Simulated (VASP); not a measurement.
# Si16O31 (a cell with a defect) in VASP: single point with PBE

Aim: the single point of Si16O31 (a cell with a defect) with PBE.

Program: VASP 6.6.1. These are calculated values, not measurements. Logs are shortened: lines on timing, memory, paths and dates and some standing lists are left out, and cuts for length are marked.

### 1 The cell of the first run

The cell holds a defect, 47 atoms: a = 9.862 Å, b = 8.180 Å, c = 10.010 Å, α = 90.00°, β = 118.37°, γ = 90.00°.

### 2 Single point, PBE, collinear spin

INCAR

```
SYSTEM = Si16O31
  ALGO = Normal
  EDIFF = 1E-6
  ENCUT = 520
  GGA = PE
  GGA_COMPAT = .False.
  ISIF = 2
  ISMEAR = -1
  ISPIN = 2
  LASPH = .True.
  LCHARG = .False.
  LORBIT = 11
  LREAL = Auto
  LWAVE = .False.
  MAGMOM = 0 0 0 0 0 0 0 0 0 0 0 0 0 0 0 0 0 0 0 0 1 0 0 0 0 0 0 0 0 0 0 0 0 0 0 0 0 0 0 0 0 0 0 0 0 0 0
  NBANDS = 158
  NELECT = 249.0
  NELM = 200
  PREC = Accurate
  SIGMA = 0.02
```

KPOINTS

```
k-points
0
Gamma
  1 2 1
  0 0 0
```

POSCAR

```
Si16O31
1.0
    9.8615670000      0.0000000000      0.0000000000
    0.0000000000      8.1797140000      0.0000000000
   -4.7560990000      0.0000000000      8.8080630000
Si O
16 31
Direct
    0.2801016308      0.9355257221      0.1503456287
    0.3680930964      0.5575712728      0.1706971094
    0.2175375074      0.4387354568      0.3444732198
    0.1222628203      0.0705813510      0.3203582189
    0.2943799972      0.9452356591      0.6509899772
    0.3890974910      0.5773957890      0.6706517886
    0.2051282634      0.4324873629      0.8373689137
    0.1220591110      0.0545322755      0.8145870420
    0.7920143986      0.9474839671      0.1738686144
    0.8797476202      0.5721250311      0.1686498087
    0.7082394037      0.4365710492      0.3395926143
    0.6220117304      0.0566826765      0.3440472371
    0.7845787954      0.9354161048      0.6700516735
    0.8720107829      0.5577700475      0.6697074292
    0.7164732110      0.4438869541      0.8445801597
    0.6273002973      0.0735821782      0.8505313385
    0.2028382215      0.9361064249      0.2617193338
    0.3070182687      0.7402260040      0.1307282823
    0.0643396053      0.5450174529      0.2909231358
    0.3502212688      0.4723887213      0.5142311343
    0.1893143179      0.2495281943      0.3007188296
    0.4413123009      0.0340140256      0.2194136396
    0.1599821166      0.0119283109     -0.0121942993
    0.2248690472      0.9339543058      0.7688971404
    0.3282938097      0.7605620698      0.6147515409
    0.0565616345      0.5504842449      0.7857893527
    0.3109772163      0.4422823354      1.0248119367
    0.3051141951      0.4921254074      0.7572824942
    0.1617489653      0.2432029047      0.7975013830
    0.4499530229      0.0534598846      0.7202799396
    0.1684619187      0.0346756298      0.4956251370
    0.7319176144      0.9467111206      0.2994133571
    0.8513415463      0.7648592286      0.1685333170
    0.5470160680      0.5418764919      0.2915124725
    0.8408939342      0.5040010453      0.5007809420
    0.7684729934      0.4672580115      0.2159435829
    0.6668492540      0.2477680940      0.3455645858
    0.9360673447      0.0744437273      0.2194927471
    0.6497832831     -0.0006862660      0.0108921529
    0.7430461569      0.9772906101      0.8046886712
    0.8080810629      0.7397315791      0.6669959452
    0.5733482611      0.5739236659      0.7810841290
    0.8547011746      0.5123013703      1.0045140555
    0.7823622829      0.4280363183      0.7239621310
    0.6616772906      0.2676635402      0.8716424634
    0.9407742566      0.0301425431      0.6995186510
    0.6445529096     -0.0026169941      0.5081415421
```

Potentials or basis: VASP PAW PBE potentials, release 64 (Si, O).

Command:

```sh
$ cat potpaw_PBE.64/Si/POTCAR potpaw_PBE.64/O/POTCAR > POTCAR
$ mpirun -np 1 vasp_std > vasp.out
```

OUTCAR:

```text
SYSTEM = Si16O31
   EDIFF = 1E-6
   ENCUT = 520
   GGA = PE
   ISIF = 2
   ISMEAR = -1
   ISPIN = 2
   LASPH = .True.
   LORBIT = 11
   LREAL = Auto
   NELECT = 249.0
   NELM = 200
   PREC = Accurate

 ion  position               nearest neighbor table
   1  0.280  0.936  0.150-  23 1.62  22 1.62  17 1.62  18 1.65   4 3.01   8 3.11  12 3.15
   2  0.368  0.558  0.171-  18 1.59  27 1.60  34 1.60   3 2.94   7 3.11  11 3.11
   3  0.218  0.439  0.344-  21 1.60  19 1.60  20 1.60   2 2.94   6 3.09   4 3.13  10 3.13
   4  0.122  0.071  0.320-  31 1.62  17 1.62  38 1.62  21 1.66   1 3.01   9 3.04   5 3.09   3 3.13

   5  0.294  0.945  0.651-  30 1.61  24 1.62  25 1.62  31 1.63   8 3.00   4 3.09  16 3.10   6 3.13

   6  0.389  0.577  0.671-  25 1.61  28 1.61  42 1.62  20 1.66  15 3.05   3 3.09   5 3.13
   7  0.205  0.432  0.837-  29 1.61  28 1.61  26 1.62  27 1.66  14 3.07   2 3.11
   8  0.122  0.055  0.815-  46 1.61  29 1.62  24 1.63  23 1.63   5 3.00  13 3.09   1 3.11
   9  0.792  0.947  0.174-  33 1.61  39 1.62  32 1.62  38 1.64  16 3.03  12 3.04   4 3.04
  10  0.880  0.572  0.169-  33 1.60  43 1.62  36 1.63  19 1.66  15 3.04  11 3.13   3 3.13
  11  0.708  0.437  0.340-  37 1.61  35 1.62  36 1.63  34 1.67  14 3.07   2 3.11  10 3.13
  12  0.622  0.057  0.344-  37 1.62  47 1.62  32 1.63  22 1.63   9 3.04  13 3.04   1 3.15
  13  0.785  0.935  0.670-  41 1.62  40 1.62  46 1.62  47 1.63  12 3.04   8 3.09  16 3.10
  14  0.872  0.558  0.670-  41 1.61  35 1.63  26 1.63  44 1.63  15 2.97   7 3.07  11 3.07
  15  0.716  0.444  0.845-  45 1.61  44 1.63  43 1.63  42 1.64  14 2.97  10 3.04   6 3.05
  16  0.627  0.074  0.851-  45 1.62  30 1.62  40 1.62  39 1.63   9 3.03  13 3.10   5 3.10
  17  0.203  0.936  0.262-   4 1.62   1 1.62
  18  0.307  0.740  0.131-   2 1.59   1 1.65
  19  0.064  0.545  0.291-   3 1.60  10 1.66
  20  0.350  0.472  0.514-   3 1.60   6 1.66
  21  0.189  0.250  0.301-   3 1.60   4 1.66
  22  0.441  0.034  0.219-   1 1.62  12 1.63
[... 23 lines left out ...]
  46  0.941  0.030  0.700-   8 1.61  13 1.62
  47  0.645  0.997  0.508-  12 1.62  13 1.63

  LATTYP: Found a simple monoclinic cell.
 ALAT       =     9.8615670000
 B/A-ratio  =     0.8294537775
 C/A-ratio  =     1.0150635753
 COS(beta)  =    -0.4751291901

  Lattice vectors:

 A1 = (   9.8615670000,   0.0000000000,   0.0000000000)
 A2 = (   0.0000000000,   8.1797140000,   0.0000000000)
 A3 = (  -4.7560990000,   0.0000000000,   8.8080630000)

Analysis of symmetry for initial positions (statically):
=====================================================================
 Subroutine PRICEL returns:
 Original cell was already a primitive cell.

 Routine SETGRP: Setting up the symmetry group for a
 simple monoclinic supercell.

 Subroutine GETGRP returns: Found  1 space group operations
 (whereof  1 operations were pure point group operations)
 out of a pool of  4 trial point group operations.

The static configuration has the point symmetry C_1 .

Analysis of symmetry for dynamics (positions and initial velocities):
=====================================================================
 Subroutine PRICEL returns:
 Original cell was already a primitive cell.

 Routine SETGRP: Setting up the symmetry group for a
 simple monoclinic supercell.

 Subroutine GETGRP returns: Found  1 space group operations
 (whereof  1 operations were pure point group operations)
 out of a pool of  4 trial point group operations.

The dynamic configuration has the point symmetry C_1 .

Analysis of structural, dynamic, and magnetic symmetry:
=====================================================================
 Subroutine PRICEL returns:
 Original cell was already a primitive cell.

 Routine SETGRP: Setting up the symmetry group for a
 simple monoclinic supercell.

 Subroutine GETGRP returns: Found  1 space group operations
 (whereof  1 operations were pure point group operations)
 out of a pool of  4 trial point group operations.

The overall configuration has the point symmetry C_1 .

 Subroutine INISYM returns: Found  1 space group operations
 (whereof  1 operations are pure point group operations),
 and found     1 'primitive' translations

----------------------------------------------------------------------------------------

                                     Primitive cell

  volume of cell :     710.5006

[... 143 lines left out ...]
   NGX,Y,Z   is equivalent  to a cutoff of  13.49, 13.01, 13.29 a.u.
   NGXF,Y,Z  is equivalent  to a cutoff of  26.97, 26.01, 26.57 a.u.
 SYSTEM =  Si16O31
   PREC   = accura    normal or accurate (medium, high low for compatibility)
   ISTART =      0    job   : 0-new  1-cont  2-samecut
   ICHARG =      2    charge: 1-file 2-atom 10-const
   ISPIN  =      2    spin polarized calculation?
   LNONCOLLINEAR =      F non collinear calculations
   LSORBIT =      F    spin-orbit coupling
   LASPH  =      T    aspherical Exc in radial PAW
   ENCUT  =  520.0 eV  38.22 Ry    6.18 a.u.  18.34 15.21 18.61*2*pi/ulx,y,z
   NELM   =    200;   NELMIN=  2; NELMDL= -5     # of ELM steps
   EDIFF  = 0.1E-05   stopping-criterion for ELM
   LREAL  =      T    real-space projection
   EDIFFG = 0.1E-04   stopping-criterion for IOM
   NSW    =      0    number of steps for IOM
   IBRION =     -1    ionic relax: 0-MD 1-quasi-New 2-CG
   NFREE  =      0    steps in history (QN), initial steepest desc. (CG)
   ISIF   =      2    stress and relaxation
   ISYM   =      2    0-nonsym 1-usesym 2-fastsym
   POTIM  = 0.5000    time-step for ionic-motion
   TEBEG  =    0.0;   TEEND  =   0.0 temperature during run
   PSTRESS=    0.0 pullay stress
   NELECT =     249.0000    total number of electrons
   NUPDOWN=      -1.0000    fix difference up-down
   EMIN   =  10.00;   EMAX   =-10.00  energy-range for DOS
   EFERMI =   0.00;   METHOD = LEGACY
   ISMEAR =    -1;   SIGMA  =   0.02  broadening in eV -4-tet -1-fermi 0-gaus
   EFERMI_NEDOS =   21; number of points for ismear=-14 and -15
   IALGO  =     38    algorithm
   IMIX   =      4    mixing-type and parameters
     AMIX     =   0.40;   BMIX     =  1.00
     AMIX_MAG =   1.60;   BMIX_MAG =  1.00
  volume/ion in A,a.u.               =      15.12       102.01
  Fermi-wavevector in a.u.,A,eV,Ry     =   1.154214  2.181149 18.125827  1.332211
  Thomas-Fermi vector in A             =   2.290852
   LORBIT       =     11    0 simple, 1 ext, 2 COOP (PROOUT), +10 PAW based schemes
   GGA     = PE    functional components
   LHFCALC =     F    Hartree Fock is set to
   AEXX    =    0.0000 exact exchange contribution
   IVDW    =     0    specifies the selected vdW correction
   LEPSILON=     F    determine dielectric tensor
   LRPA    =     F    only Hartree local field effects (RPA)
 spin polarized calculation
  energy-cutoff  :      520.00
  volume of cell :      710.50
 maximum number of plane-waves:     19174
 NGX is ok and might be reduce to    80
   NGX = 37   NGY = 31   NGZ = 37

 number of electron     248.9999997 magnetization       1.0000815

 Free energy of the ion-electron system (eV)
  ---------------------------------------------------
  ext. energy  EPLUGINS =         0.00000000
  ---------------------------------------------------
  free energy    TOTEN  =      -370.09084382 eV

  energy without entropy =     -370.09084382  energy(sigma->0) =     -370.09084382

 E-fermi :   0.5381     XC(G=0):  -8.1684

 val. band max:        0.0404451273   @ k =   0.0000   0.0000   0.0000
 cond. band min:       1.4047558618   @ k =   0.0000   0.0000   0.0000
 fundamental gap:      1.3643107346
 Fermi energy:         0.5380622450

 spin component 1

 k-point     1 :       0.0000    0.0000    0.0000
  band No.  band energies     occupation
      1     -19.6028      1.00000
      2     -19.3551      1.00000
      3     -19.1483      1.00000
      4     -19.1159      1.00000
      5     -19.0319      1.00000
      6     -18.7504      1.00000
[... 267 lines left out ...]
    135       8.2406      0.00000
    136       8.2788      0.00000
 Fermi energy:         0.5380622450

 spin component 2

 k-point     1 :       0.0000    0.0000    0.0000
  band No.  band energies     occupation
      1     -19.5631      1.00000
      2     -19.2982      1.00000
      3     -19.1286      1.00000
      4     -19.0971      1.00000
      5     -19.0067      1.00000
      6     -18.7134      1.00000
[... 267 lines left out ...]
    135       8.2645      0.00000
    136       8.3214      0.00000
 [bands above 136 left out]

------------------------ aborting loop because EDIFF is reached ----------------------------------------

  FORCE on cell =-STRESS in cart. coord.  units (eV):
  Direction    XX          YY          ZZ          XY          YZ          ZX
  --------------------------------------------------------------------------------------
  -------------------------------------------------------------------------------------
  Total       -4.5463630     -2.1662466     -4.0352107     -1.8387916      3.0350917      0.0818340
  in kB      -10.2520386     -4.8848814     -9.0993911     -4.1464710      6.8441250      0.1845354
  external PRESSURE =      -8.0787704 kB  Pullay stress =       0.0000000 kB

 VOLUME and BASIS-vectors are now :
 -----------------------------------------------------------------------------
  energy-cutoff  :      520.00
  volume of cell :      710.50
      direct lattice vectors                 reciprocal lattice vectors
     9.861567000  0.000000000  0.000000000     0.101403763  0.000000000  0.054755096
     0.000000000  8.179714000  0.000000000     0.000000000  0.122253663  0.000000000
    -4.756099000  0.000000000  8.808063000     0.000000000  0.000000000  0.113532340

 POSITION                                       TOTAL-FORCE (eV/Angst)
 -----------------------------------------------------------------------------------
      2.04718      7.65233      1.32425        -0.002283     -0.033995     -0.018158
      2.81812      4.56077      1.50351        -0.016005     -0.001263      0.021422
      0.50691      3.58873      3.03414         0.043091      0.018532     -0.023463
     -0.31795      0.57734      2.82174         0.003066      0.016223     -0.003147
     -0.19312      7.73176      5.73396         0.005842     -0.008808     -0.025311
      0.64742      4.72293      5.90714        -0.000127     -0.006950     -0.004317
[... 39 lines left out ...]
      5.95053      0.24656      6.16140        -0.009873     -0.006674      0.000475
      3.93953      8.15831      4.47574         0.002654      0.000964      0.006045
 -----------------------------------------------------------------------------------
    total drift:                               -0.011696      0.001690     -0.017518

  FREE ENERGIE OF THE ION-ELECTRON SYSTEM (eV)
  ---------------------------------------------------
  free  energy   TOTEN  =      -370.0908438232 eV

  energy  without entropy=     -370.0908438232  energy(sigma->0) =     -370.09084382

 total charge

# of ion       s       p       d       tot
------------------------------------------
    1        0.636   0.976   0.000   1.612
    2        0.659   0.948   0.000   1.608
    3        0.661   0.946   0.000   1.606
    4        0.640   0.975   0.000   1.615
    5        0.640   0.983   0.000   1.622
    6        0.634   0.972   0.000   1.606
[... 39 lines left out ...]
   46        1.549   3.694   0.000   5.242
   47        1.549   3.677   0.000   5.226
--------------------------------------------------
tot         58.223 129.800   0.000 188.024

 magnetization (x)

# of ion       s       p       d       tot
------------------------------------------
    1        0.000   0.001   0.000   0.001
    2        0.029   0.055   0.000   0.085
    3        0.033   0.060   0.000   0.093
    4        0.002   0.003   0.000   0.005
    5        0.000   0.000   0.000   0.000
    6        0.002   0.002   0.000   0.004
[... 39 lines left out ...]
   46        0.000   0.000   0.000   0.000
   47        0.000   0.000   0.000   0.000
--------------------------------------------------
tot          0.098   0.373   0.000   0.471
```

Wall time 35 min (1 thread of Oxide Virtual Turin-like, shared host); peak memory 1.2 GiB.

What came out:

```
Free energy                                           : -370.0908 eV
Largest force                                         : 0.052 eV/Å
Net moment                                            : 1.00 μB per cell
Site moments                                          : Si +0.00, +0.09, +0.01, -0.00 (each value once); O +0.00, +0.05, +0.04, +0.03, -0.00 (each value once) μB
Valence electrons inside the program's atomic spheres : Si 1.61, 1.62, 1.60, 1.63 (each value once); O 5.23, 5.21, 5.22, 5.24, 5.25, 5.26 (each value once)
```

Forces on the atoms (eV/Å):
```
Si  -0.002 -0.034 -0.018
Si  -0.016 -0.001  0.021
Si   0.043  0.019 -0.023
Si   0.003  0.016 -0.003
Si   0.006 -0.009 -0.025
Si   0.000 -0.007 -0.004
Si   0.025 -0.011  0.014
Si  -0.013  0.024  0.000
Si  -0.003 -0.031 -0.001
Si   0.012  0.016  0.014
Si  -0.003 -0.006 -0.002
Si  -0.017  0.037 -0.006
Si  -0.008 -0.029 -0.003
Si   0.016  0.020 -0.017
Si   0.003 -0.010  0.016
Si  -0.011  0.023  0.010
O   -0.003  0.004 -0.003
O   -0.016  0.040  0.013
O   -0.019  0.000 -0.018
O    0.000  0.012  0.026
O   -0.017 -0.031  0.003
O    0.006 -0.012  0.013
O    0.014  0.005 -0.013
O    0.000  0.004  0.006
O   -0.006  0.015  0.009
O   -0.005 -0.004 -0.006
O   -0.013 -0.012 -0.042
O    0.003  0.008 -0.005
O   -0.011 -0.015  0.009
O    0.001 -0.013  0.003
O    0.012 -0.005  0.005
O    0.003  0.004 -0.002
O   -0.009  0.017  0.001
O    0.030 -0.020  0.021
O   -0.009  0.000  0.009
O    0.003  0.012  0.008
O   -0.004 -0.015 -0.004
O   -0.005 -0.001  0.003
O    0.004  0.003 -0.006
O   -0.005  0.007 -0.003
O    0.003  0.008  0.001
O    0.009 -0.006  0.002
O   -0.001 -0.001 -0.001
O   -0.003 -0.003  0.001
O    0.009 -0.012 -0.006
O   -0.010 -0.007  0.000
O    0.003  0.001  0.006
```

Levels at points of the mesh, in eV from the Fermi level:
Spin up:
```csv
k point,band 122,band 123,band 124,band 125,band 126,band 127,band 128,band 129
"(0.00, 0.00, 0.00)",-0.84,-0.78,-0.62,-0.50,4.90,5.04,6.42,6.48
"(0.00, 0.50, 0.00)",-0.96,-0.91,-0.80,-0.51,4.90,5.70,5.84,6.48
```
Spin down:
| k point | band 121 | band 122 | band 123 | band 124 | band 125 | band 126 | band 127 | band 128 |
| --- | --- | --- | --- | --- | --- | --- | --- | --- |
| (0.00, 0.00, 0.00) | -0.94 | -0.84 | -0.78 | -0.62 | 0.87 | 5.08 | 5.65 | 6.83 |
| (0.00, 0.50, 0.00) | -0.99 | -0.95 | -0.91 | -0.79 | 0.88 | 5.55 | 5.88 | 5.91 |

Caveat: the k points lie up to 0.72 Å⁻¹ apart; the cell carries a net charge on a neutralising background, which shifts energy and pressure; the cell is charged against a uniform background, so pressure and absolute levels hang on convention.
